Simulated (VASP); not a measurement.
Input of a VASP 6.6.1 run:

The input INCAR:

```
SYSTEM = Li7CrF8
PREC = Accurate ; ENCUT = 750
EDIFF = 1E-6 ; ISMEAR = -1
SIGMA = 0.01 ; LREAL = .FALSE.
LASPH = .TRUE. ; NELM = 200
ALGO = Normal ; ISIF = 2
LWAVE = .FALSE. ; LCHARG = .FALSE.
ISPIN = 2 ; MAGMOM = 4 0 0 0 0 0 0 0 0 0 0 0 0 0 0 0
LORBIT = 11 ; LMAXMIX = 4
GGA = PE ; NBANDS = 62
GGA_COMPAT = .FALSE.
```

Contents of KPOINTS:

```
regular mesh
0
G
  1 1 1
  0 0 0
```

Contents of POSCAR:

```
Li7CrF8
1.0
    0.0000000000      4.0300000000      4.0300000000
    4.0300000000      0.0000000000      4.0300000000
    4.0300000000      4.0300000000      0.0000000000
Cr Li F
1 7 8
Direct
    0.0000000000      0.0000000000      0.0000000000
    0.0000000000      0.0000000000      0.5000000000
    0.0000000000      0.5000000000      0.0000000000
    0.0000000000      0.5000000000      0.5000000000
    0.5000000000      0.0000000000      0.0000000000
    0.5000000000      0.0000000000      0.5000000000
    0.5000000000      0.5000000000      0.0000000000
    0.5000000000      0.5000000000      0.5000000000
    0.2500000000      0.2500000000      0.2500000000
    0.2500000000      0.2500000000      0.7500000000
    0.2500000000      0.7500000000      0.2500000000
    0.2500000000      0.7500000000      0.7500000000
    0.7500000000      0.2500000000      0.2500000000
    0.7500000000      0.2500000000      0.7500000000
    0.7500000000      0.7500000000      0.2500000000
    0.7500000000      0.7500000000      0.7500000000
```

Potentials or basis: VASP PAW PBE potentials, release 64 (Cr_pv, Li_sv, F).

Command:

```sh
$ cat potpaw_PBE.64/Cr_pv/POTCAR potpaw_PBE.64/Li_sv/POTCAR potpaw_PBE.64/F/POTCAR > POTCAR
$ mpirun -np 1 vasp_gam > vasp.out
```

(1) Predict the net moment.

(2) Predict the pressure.

(3) What does it give for the site moments?

## Answers

(1) 5.00 μB per cell.

(2) 23.0 GPa.

(3) Cr +4.07; Li +0.01; F +0.01, +0.04 (each value once) μB.

Caveat: the k points lie up to 1.35 Å⁻¹ apart; a cell with one magnetic atom can't hold antiferromagnetic order, which such compounds often take.
